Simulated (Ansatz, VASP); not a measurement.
**C in VASP and in Ansatz**

INCAR

```
PREC = Accurate
ENCUT = 600
EDIFF = 1E-6
ISMEAR = -1
SIGMA = 0.1
LREAL = F
LASPH = T
NELM = 100
ALGO = Normal
ISIF = 3
LWAVE = F
LCHARG = F
GGA = RP
IBRION = 2
NSW = 80
EDIFFG = -0.01
```

KPOINTS

```
Automatic mesh
0
Gamma
  16 16 16
```

Contents of POSCAR:

```
C
1.0
    1.9260827495      0.0000000000      0.0000000000
    0.0000000000      1.9260827495      0.0000000000
    0.0000000000      0.0000000000      1.9260827495
C
1
Direct
    0.0000000000      0.0000000000      0.0000000000
```

Input for Ansatz:

```yaml
crystal:
  lattice:
    - [1.9260827495, 0.0, 0.0]
    - [0.0, 1.9260827495, 0.0]
    - [0.0, 0.0, 1.9260827495]
  atoms:
    - { symbol: C, position: [0.0, 0.0, 0.0] }
hamiltonian:
  xc: rpbe
  pseudopotentials:
    kind: paw
    azcp:
      C: "pseudopotentials/C.paw.azcp"
basis:
  ecutwfc: 420
  fft_grid_basis: typed
kpoints:
  mp_grid: { grid: [16, 16, 16], shift: [0, 0, 0] }
magnetization:
  spin_polarized: false
scf:
  occupations: { method: fermi_dirac, width: 0.1 }
relax:
  max_steps: 60
  f_tol: 0.01
  cell: {}
```

Alike in both runs: task relaxation of cell and atoms; functional RPBE; k mesh 16 × 16 × 16; occupations fermi-dirac, width 0.1 eV; no spin polarisation.

```csv
,VASP,Ansatz
version,VASP 6.6.1,Ansatz 0.2.0
potentials or method,"VASP PAW PBE potentials, release 64 (C), cutoff 600 eV","plane waves (420 eV) with PAW, scalar-relativistic"
valence electrons in the cell,4,4
```

|  | VASP | Ansatz | Ansatz less VASP |
| --- | --- | --- | --- |
| relaxed volume (Å³/atom) | 5.61 | 5.62 | +0.011 |
| relaxed cell length with the largest relative difference (Å) | 1.777 | 1.778 | +0.0012 |

VASP's potentials were made for PBE, not for RPBE.

Noted on VASP's run: the volume moved by over 15 % at a fixed basis, so the end points are rough.
